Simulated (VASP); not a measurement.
Runs of VASP 6.6.1 on SiC. The structure is that of space group F-43m (No. 216), or close to it. The cells are those of the table. 

| task | level | cell | k mesh | cutoff (eV) | gap on the mesh (eV) | pressure (GPa) | relaxed volume (Å³/atom) |
| --- | --- | --- | --- | --- | --- | --- | --- |
| single point | r2SCAN+rVV10 | a = 3.077 Å, angles 60.0°, 2 atoms | 12 × 12 × 12 | 520 | 1.69 | -0.1 | - |
| single point | PBEsol | a = 3.081 Å, angles 60.0°, 2 atoms | 8 × 8 × 8 | 520 | 1.23 | 0.4 | - |
| single point | r2SCAN+rVV10 | a = 3.077 Å, angles 60.0°, 2 atoms | 10 × 10 × 10 | 520 | 1.69 | -0.1 | - |
| relaxation of cell and atoms | PBEsol | relaxed from a = 3.079 Å, angles 60.0°, 2 atoms | 8 × 8 × 8 | 600 | 1.23 | 0.0 | (a) |
| relaxation of cell and atoms | r2SCAN+rVV10 | relaxed from a = 3.081 Å, angles 60.0°, 2 atoms | 10 × 10 × 10 | 600 | 1.69 | 0.0 | 10.29 |

Alike in all rows: potentials or basis VASP PAW PBE potentials, release 64 (Si, C); no spin polarisation; smearing fermi-dirac 0.03 eV.

Problem. Fill in the values left out.

Solution. (a) 10.35.

Caveats: the PAW data sets were made with another functional, which shifts forces and pressure a little.

A k mesh can miss the band edges.
